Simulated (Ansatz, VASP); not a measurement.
## Two plane-wave programs on Cd

```xyz
1
Lattice="0.0000 2.3443 2.2542 2.1640 0.0000 2.2542 2.1640 2.3443 0.0000" Properties=species:S:1:pos:R:3 pbc="T T T"
Cd    0.0000    0.0000    0.0000
```

Change from the starting cell: normal strain along x -0.0400, normal strain along y +0.0400.

Alike in both runs: task single point; functional PBE; k mesh 18 × 18 × 18; occupations gaussian, width 0.15 eV; no spin polarisation.

|  | VASP | Ansatz |
| --- | --- | --- |
| version | VASP 6.6.1 | Ansatz 0.2.0 |
| potentials or method | VASP PAW PBE potentials, release 64 (Cd), cutoff 520 eV | scalar-relativistic, plane waves, PAW |
| valence electrons in the cell | 12 | 20 |

VASP gave:

| Property | Result |
| --- | --- |
| gap on the k mesh at the Fermi level (eV) | none |
| pressure (GPa) | 0.3 |
| traceless stress, the component that is largest in VASP (GPa) | -1.41 |

Q: Which values does Ansatz return?

A: gap on the k mesh at the Fermi level (eV): none; pressure (GPa): 0.1; traceless stress, the component that is largest in VASP (GPa): -1.40.

A gap of «none» marks a metal or a gap that the smearing closes. VASP's potentials hold 12 valence electrons a cell and Ansatz's 20, so a difference there can come from the potentials and not from the codes.
